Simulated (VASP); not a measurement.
BeRhS3, 5 atoms in the cell. It takes space group P6/mmm (No. 191, hexagonal). Conventional cell: a = 4.981 Å, b = 4.981 Å, c = 4.149 Å, α = 90.00°, β = 90.00°, γ = 120.00°. Within 2.7 Å of Be (site symmetry 6/mmm) lie 2 Rh at 2.07 Å and 6 S at 2.49 Å. Within 2.7 Å of Rh (site symmetry 6/mmm) lie 2 Be at 2.07 Å. S (site symmetry mmm) has 2 Be at 2.49 Å and 4 S at 2.49 Å and 4 Rh at 3.24 Å within 3.3 Å. The cell was built from a structure type or drawn by symmetry, and may not be a known phase.

- Program: VASP 6.6.1
- Task: single point
- Functional: PBE
- Potentials or basis: VASP PAW PBE potentials, release 64 (Be, Rh_pv, S)
- Cutoff: 520 eV
- k mesh: 6 × 6 × 4
- Occupations: gaussian, width 0.1 eV
- Spin: collinear spin, ferromagnetic start
- Starting moments: [0.0, 1.0, 0.0, 0.0, 0.0] μB
- Dipole correction: no
- Further INCAR settings: ALGO = Normal; EDIFF = 1e-07; NBANDS = 30

Potentials or basis: VASP PAW PBE potentials, release 64 (Be, Rh_pv, S).

The run is started by

```bash
$ cat potpaw_PBE.64/Be/POTCAR potpaw_PBE.64/Rh_pv/POTCAR potpaw_PBE.64/S/POTCAR > POTCAR
$ mpirun -np 1 vasp_std > vasp.out
```

Hardware: 1 thread of Intel(R) Xeon(R) Platinum 8375C CPU @ 2.90GHz (Ice Lake), with other jobs on the host.

**Question.** How long does it take, and how much memory?

**Answer.** Run time: 3.7 min on 1 thread of Intel(R) Xeon(R) Platinum 8375C CPU @ 2.90GHz (Ice Lake) (shared host), peak memory 0.29 GiB. Counts: scf iterations 24, k points 21.
